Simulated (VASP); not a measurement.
# Li (Fm-3m) in VASP: elastic constants with PBE+D3(BJ)

Aim: the elastic constants of Li with PBE+D3(BJ).

Program: VASP 6.6.1. These are calculated values, not measurements. Logs are shortened: lines on timing, memory, paths and dates and some standing lists are left out, and cuts for length are marked.

## 1. The cell of the first run

It takes space group Fm-3m (No. 225, cubic). The conventional cell has a = 4.183 Å, b = 4.183 Å, c = 4.183 Å, α = 90.00°, β = 90.00°, γ = 90.00°. Within 3.9 Å of Li (site symmetry m-3m) lie 12 Li at 2.96 Å.

This isn't the form of Li at room conditions, which is bcc.

## 2. Elastic constants, PBE+D3(BJ)

INCAR reads:

```
ALGO = Normal
EDIFF = 1E-8
ENCUT = 600
GGA = PE
IBRION = 6
ISIF = 3
ISMEAR = -1
IVDW = 12
LASPH = True
LCHARG = False
LREAL = False
LWAVE = False
NELM = 100
NFREE = 2
NSW = 1
POTIM = 0.015
PREC = Accurate
SIGMA = 0.15
```

KPOINTS reads:

```
k-points
0
Gamma
  20 20 20
```

POSCAR reads:

```
Li
1.0
    0.0000000000      2.0917055529      2.0917055529
    2.0917055529      0.0000000000      2.0917055529
    2.0917055529      2.0917055529      0.0000000000
Li
1
Direct
    0.0000000000      0.0000000000      0.0000000000
```

Potentials or basis: VASP PAW PBE potentials, release 64 (Li_sv).

Started as:

```
$ cat potpaw_PBE.64/Li_sv/POTCAR > POTCAR
$ mpirun -np 1 vasp_std > vasp.out
```

OUTCAR:

```text
EDIFF = 1E-8
   ENCUT = 600
   GGA = PE
   IBRION = 6
   ISIF = 3
   ISMEAR = -1
   IVDW = 12
   LASPH = True
   LREAL = False
   NELM = 100
   NFREE = 2
   NSW = 1
   POTIM = 0.015
   PREC = Accurate
 IVDW          = 12

 ion  position               nearest neighbor table
   1  0.000  0.000  0.000-

  LATTYP: Found a face centered cubic cell.
 ALAT       =     4.1834111058

  Lattice vectors:

 A1 = (   0.0000000000,   2.0917055529,   2.0917055529)
 A2 = (   2.0917055529,   0.0000000000,   2.0917055529)
 A3 = (   2.0917055529,   2.0917055529,   0.0000000000)

Analysis of symmetry for initial positions (statically):
=====================================================================
 Subroutine PRICEL returns:
 Original cell was already a primitive cell.

 Routine SETGRP: Setting up the symmetry group for a
 face centered cubic supercell.

 Subroutine GETGRP returns: Found 48 space group operations
 (whereof 48 operations were pure point group operations)
 out of a pool of 48 trial point group operations.

The static configuration has the point symmetry O_h .

Analysis of symmetry for dynamics (positions and initial velocities):
=====================================================================
 Subroutine PRICEL returns:
 Original cell was already a primitive cell.

 Routine SETGRP: Setting up the symmetry group for a
 face centered cubic supercell.

 Subroutine GETGRP returns: Found 48 space group operations
 (whereof 48 operations were pure point group operations)
 out of a pool of 48 trial point group operations.

The dynamic configuration has the point symmetry O_h .

 Subroutine INISYM returns: Found 48 space group operations
 (whereof 48 operations are pure point group operations),
 and found     1 'primitive' translations

----------------------------------------------------------------------------------------

                                     Primitive cell

  volume of cell :      18.3034

  direct lattice vectors                    reciprocal lattice vectors
     0.000000000  2.091705553  2.091705553    -0.239039381  0.239039381  0.239039381
     2.091705553  0.000000000  2.091705553     0.239039381 -0.239039381  0.239039381
     2.091705553  2.091705553  0.000000000     0.239039381  0.239039381 -0.239039381

  length of vectors
     2.958118361  2.958118361  2.958118361     0.414028352  0.414028352  0.414028352

  position of ions in fractional coordinates (direct lattice)
     0.000000000  0.000000000  0.000000000

  ion indices of the primitive-cell ions
   primitive index   ion index
                 1           1

----------------------------------------------------------------------------------------

 KPOINTS: k-points

Automatic generation of k-mesh.
 Grid dimensions read from file:
 generate k-points for:   20   20   20

 Generating k-lattice:

  Cartesian coordinates                     Fractional coordinates (reciprocal lattice)
    -0.011951969  0.011951969  0.011951969     0.050000000  0.000000000  0.000000000
     0.011951969 -0.011951969  0.011951969     0.000000000  0.050000000  0.000000000
     0.011951969  0.011951969 -0.011951969     0.000000000  0.000000000  0.050000000

  Length of vectors
     0.020701418  0.020701418  0.020701418

  Shift w.r.t. Gamma in fractional coordinates (k-lattice)
     0.000000000  0.000000000  0.000000000

 Subroutine IBZKPT returns following result:
 ===========================================

 Found    256 irreducible k-points:

[... 56 lines left out ...]
   NELECT =       3.0000    total number of electrons
   NUPDOWN=      -1.0000    fix difference up-down
   EMIN   =  10.00;   EMAX   =-10.00  energy-range for DOS
   EFERMI =   0.00;   METHOD = LEGACY
   ISMEAR =    -1;   SIGMA  =   0.15  broadening in eV -4-tet -1-fermi 0-gaus
   EFERMI_NEDOS =   21; number of points for ismear=-14 and -15
   IALGO  =     38    algorithm
   IMIX   =      4    mixing-type and parameters
     AMIX     =   0.40;   BMIX     =  1.00
     AMIX_MAG =   1.60;   BMIX_MAG =  1.00
  volume/ion in A,a.u.               =      18.30       123.52
  Fermi-wavevector in a.u.,A,eV,Ry     =   0.895924  1.693052 10.921132  0.802681
  Thomas-Fermi vector in A             =   2.018318
   LORBIT       =      0    0 simple, 1 ext, 2 COOP (PROOUT), +10 PAW based schemes
   GGA     = PE    functional components
   LHFCALC =     F    Hartree Fock is set to
   AEXX    =    0.0000 exact exchange contribution
   IVDW    =    12    specifies the selected vdW correction
   LEPSILON=     F    determine dielectric tensor
   LRPA    =     F    only Hartree local field effects (RPA)
 finite differences with symmetry
 non-spin polarized calculation
  energy-cutoff  :      600.00
  volume of cell :       18.30
 maximum number of plane-waves:       624
   NGX = 11   NGY = 11   NGZ = 11

--------------------------------------- Ionic step        1  -------------------------------------------

 number of electron       3.0000004 magnetization

 Free energy of the ion-electron system (eV)
  ---------------------------------------------------
  ext. energy  EPLUGINS =         0.00000000
  ---------------------------------------------------
  free energy    TOTEN  =        -1.91408227 eV

  energy without entropy =       -1.88029396  energy(sigma->0) =       -1.89718812

------------------------ aborting loop because EDIFF is reached ----------------------------------------

 Edisp (eV)   -0.18729

 E8    (eV) :    -0.0779
[... 102 lines left out ...]
  FREE ENERGIE OF THE ION-ELECTRON SYSTEM (eV)
  ---------------------------------------------------
  free  energy   TOTEN  =        -2.1013650242 eV

  energy  without entropy=       -2.0677545068  energy(sigma->0) =       -2.08455977

[... ionic steps 4 to 12 ...]

--------------------------------------- Ionic step       13  -------------------------------------------

 number of electron       3.0000004 magnetization

------------------------ aborting loop because EDIFF is reached ----------------------------------------
[... 73 lines left out ...]
--------------------------------------- Ionic step       15  -------------------------------------------

 number of electron       3.0000002 magnetization

 Free energy of the ion-electron system (eV)
  ---------------------------------------------------
  ext. energy  EPLUGINS =         0.00000000
  ---------------------------------------------------
  free energy    TOTEN  =        -1.91407869 eV

  energy without entropy =       -1.88029038  energy(sigma->0) =       -1.89718453

 E-fermi :   0.9132     XC(G=0):  -7.2978

 val. band max:        0.9092787239   @ k =   0.4500   0.3500   0.0500
 cond. band min:       0.9181948704   @ k =   0.5000   0.3000   0.1000
 fundamental gap:      0.0089161465
 Fermi energy:         0.9131881217

 k-point     1 :       0.0000    0.0000    0.0000
  band No.  band energies     occupation
      1     -45.4351      2.00000
      2      -2.7673      2.00000
      3      16.3467      0.00000
      4      16.3468      0.00000
      5      16.3468      0.00000
[... 177 lines left out ...]
 k-point    24 :      -0.3500    0.0500    0.0000
  band No.  band energies     occupation
      1     -45.4123      2.00000
      2      -0.2971      1.99937
      3       6.2346      0.00000
      4      13.8550      0.00000
      5      14.9099      0.00000

 [... further k-points ...]

------------------------ aborting loop because EDIFF is reached ----------------------------------------

 Edisp (eV)   -0.18729

 E8    (eV) :    -0.0779
[... 24 lines left out ...]
  FREE ENERGIE OF THE ION-ELECTRON SYSTEM (eV)
  ---------------------------------------------------
  free  energy   TOTEN  =        -2.1013654665 eV

  energy  without entropy=       -2.0675771608  energy(sigma->0) =       -2.08447131

 INTERNAL STRAIN TENSORS FROM STRAINED CELLS
 ============================================

 INTERNAL STRAIN TENSOR FOR ION    1 for displacements in x,y,z  (eV/Angst):
          X           Y           Z          XY          YZ          ZX
  --------------------------------------------------------------------------------
  x    -0.00000     0.00000    -0.00000     0.00000     0.00000     0.00000
  y    -0.00000     0.00000     0.00000    -0.00000     0.00000     0.00000
  z     0.00000     0.00000     0.00000     0.00000    -0.00000     0.00000

 INTERNAL STRAIN TENSORS FROM DISPLACED ATOMS
 ============================================

 INTERNAL STRAIN TENSOR FOR ION    1 for displacements in x,y,z  (eV/Angst):
          X           Y           Z          XY          YZ          ZX
  --------------------------------------------------------------------------------
  x     0.00000     0.00000     0.00000     0.00000     0.00000     0.00000
  y     0.00000     0.00000     0.00000     0.00000     0.00000     0.00000
  z     0.00000     0.00000     0.00000     0.00000     0.00000     0.00000

 Eigenvectors and eigenvalues of the dynamical matrix
 ----------------------------------------------------

   1 f  =    0.000000 THz     0.000000 2PiTHz    0.000000 cm-1     0.000000 meV
             X         Y         Z           dx          dy          dz
      0.000000  0.000000  0.000000     0.613941   -0.789352    0.000000

   2 f  =    0.000000 THz     0.000000 2PiTHz    0.000000 cm-1     0.000000 meV
             X         Y         Z           dx          dy          dz
      0.000000  0.000000  0.000000    -0.789352   -0.613941    0.000000

   3 f  =    0.000000 THz     0.000000 2PiTHz    0.000000 cm-1     0.000000 meV
             X         Y         Z           dx          dy          dz
      0.000000  0.000000  0.000000     0.000000    0.000000    1.000000

--------------------------------------------------------------------------------------------------------

 ELASTIC MODULI CONTR FROM IONIC RELAXATION (kBar)
 Direction    XX          YY          ZZ          XY          YZ          ZX
 --------------------------------------------------------------------------------
 XX           0.0000      0.0000      0.0000      0.0000      0.0000      0.0000
 YY           0.0000      0.0000      0.0000      0.0000      0.0000      0.0000
 ZZ           0.0000      0.0000      0.0000      0.0000      0.0000      0.0000
 XY           0.0000      0.0000      0.0000      0.0000      0.0000      0.0000
 YZ           0.0000      0.0000      0.0000      0.0000      0.0000      0.0000
 ZX           0.0000      0.0000      0.0000      0.0000      0.0000      0.0000
 --------------------------------------------------------------------------------

 TOTAL ELASTIC MODULI (kBar)
 Direction    XX          YY          ZZ          XY          YZ          ZX
 --------------------------------------------------------------------------------
 XX         169.1575    133.8936    133.8936      0.0000     -0.0000      0.0000
 YY         133.8936    169.1575    133.8936      0.0000      0.0000      0.0000
 ZZ         133.8936    133.8936    169.1575      0.0000      0.0000      0.0000
 XY           0.0000      0.0000      0.0000    119.7300     -0.0000      0.0000
 YZ          -0.0000      0.0000      0.0000     -0.0000    119.7300      0.0000
 ZX           0.0000      0.0000      0.0000      0.0000      0.0000    119.7300
 --------------------------------------------------------------------------------
```

It took 10 min on 1 thread of Intel Xeon Platinum 8375C at 2.90GHz (Ice Lake), shared host; peak memory 0.47 GiB.

Results:

```
Elastic constants C11, C12, C44 : 17, 13, 12 GPa
Voigt bulk modulus              : 15 GPa
Dispersion energy per atom      : -0.187 eV
```

Elastic tensor in Voigt notation (GPa, in the Cartesian axes of the cell as first typed):
```
17 13 13  0  0  0
13 17 13  0  0  0
13 13 17  0  0  0
 0  0  0 12  0  0
 0  0  0  0 12  0
 0  0  0  0  0 12
```

Clamped-ion elastic tensor (GPa):
```
17 13 13  0  0  0
13 17 13  0  0  0
13 13 17  0  0  0
 0  0  0 12  0  0
 0  0  0  0 12  0
 0  0  0  0  0 12
```

Caveat: the cutoff is under 1.25 times the usual one of these potentials, so pressure, stress and relaxed cells hold a basis-set (Pulay) error.
